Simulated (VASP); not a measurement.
CdPd, 2 atoms in the cell. Symmetry: P4/mmm, No. 123, tetragonal system. Conventional cell: a = 2.937 Å, b = 2.937 Å, c = 3.740 Å, α = 90.00°, β = 90.00°, γ = 90.00°. Within 3.8 Å of Cd (site symmetry 4/mmm) lie 8 Pd at 2.79 Å and 6 Cd at 2.94 to 3.74 Å. Pd (site symmetry 4/mmm) has 8 Cd at 2.79 Å and 6 Pd at 2.94 to 3.74 Å within 3.8 Å.  This cell differs from its parent crystal: strain -0.030 along x and y, +0.030 along z.

- Program: VASP 6.6.1
- Task: single point
- Functional: r2SCAN
- Potentials or basis: VASP PAW PBE potentials, release 64 (Cd, Pd)
- Cutoff: 520 eV
- k mesh: 16 × 16 × 14
- Occupations: gaussian, width 0.15 eV
- Spin: no spin polarisation
- Dipole correction: no
- Further INCAR settings: ALGO = Normal; EDIFF = 1e-06; NBANDS = 18

Potentials or basis: VASP PAW PBE potentials, release 64 (Cd, Pd).

Launch:

```bash
$ cat potpaw_PBE.64/Cd/POTCAR potpaw_PBE.64/Pd/POTCAR > POTCAR
$ cp INCAR.step1 INCAR
$ mpirun -np 1 vasp_std > vasp.out
$ cp INCAR.step2 INCAR
$ mpirun -np 1 vasp_std > vasp.out
```

Hardware: 1 thread of Intel(R) Xeon(R) 6975P-C (Granite Rapids) (shared host).

Problem. How long does it take, and how much memory?

Solution. Run time: 3.2 min on 1 thread of Intel(R) Xeon(R) 6975P-C (Granite Rapids), on a shared host, peak memory 0.32 GiB. Counts: k points 360.
